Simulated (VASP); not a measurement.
Crystal: C.

```
CELL_PARAMETERS angstrom
0.00000 1.68246 1.89815
1.68246 0.00000 1.89815
1.68246 1.68246 0.00000
ATOMIC_POSITIONS crystal
C 0.50000 0.50000 0.50000
C 0.75000 0.75000 0.75000
```

This cell differs from its parent crystal: volume 5.373 Å^3 an atom, c/a of the conventional cell 1.1282.

Base run:

* Program: VASP 6.6.1
* Functional: LDA
* Potentials or basis: VASP PAW LDA potentials, release 64 (C)
* Cutoff: 520 eV
* k mesh: 12 × 12 × 12
* Occupations: gaussian, width 0.05 eV
* Spin: no spin polarisation

Its results: band gap on the k mesh 2.70 eV, indirect (least direct gap 4.62 eV); pressure 14.0 GPa.

Problem. The run is repeated on the same cell with these changes: potentials or basis from VASP PAW LDA potentials, release 64 (C) to VASP PAW LDA potentials, release 64 (C_h); cutoff from 520 eV to 910 eV. What comes out?

Solution. Band gap on the k mesh 2.71 eV, indirect (least direct gap 4.62 eV); pressure 13.0 GPa.

Caveats: the cutoff is under 1.25 times the usual one of these potentials, so pressure, stress and relaxed cells hold a basis-set (Pulay) error (some runs).

A k mesh can miss the band edges.
